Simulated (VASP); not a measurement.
## PtSe2: single point with PBE

PtSe2, a sheet with vacuum:

```
Pt Se
1.0
     3.62530    0.00000    0.00000
    -1.81265    3.13960    0.00000
     0.00000    0.00000   29.87548
Pt Se
1 2
Direct
  0.66667 0.33333 0.30125
  0.33333 0.66667 0.35090
  0.33333 0.66667 0.25160
```

```json
{"Program": "VASP 6.6.1", "Task": "single point", "Functional": "PBE", "Potentials or basis": "VASP PAW PBE potentials, release 64 (Pt, Se)", "Cutoff": "520 eV", "k mesh": "6 × 6 × 1", "Occupations": "gaussian, width 0.1 eV", "Spin": "no spin polarisation", "Dipole correction": "yes", "Further INCAR settings": "ALGO = Normal; EDIFF = 1e-07; NBANDS = 18"}
```

```yaml
Band_gap_on_the_k_mesh: zero (band 11 reaches -2.18 eV, above the bottom of band 12 at -2.89 eV)
```

Levels at points of the mesh, in eV from the Fermi level:
```
           k point  band 9  band 10  band 11  band 12  band 13  band 14
(0.00, 0.00, 0.00)   -1.46     0.67     0.67     0.89     0.89     2.75
(0.50, 0.00, 0.00)   -2.58    -1.92    -1.43     1.11     1.43     3.15
```

Run time: 76 s on 1 thread of Intel(R) Xeon(R) Platinum 8259CL CPU @ 2.50GHz (Skylake/Cascade Lake) (shared host), peak memory 0.44 GiB.

Caveat: spin-orbit coupling is left out, which moves the levels of the heavy elements.
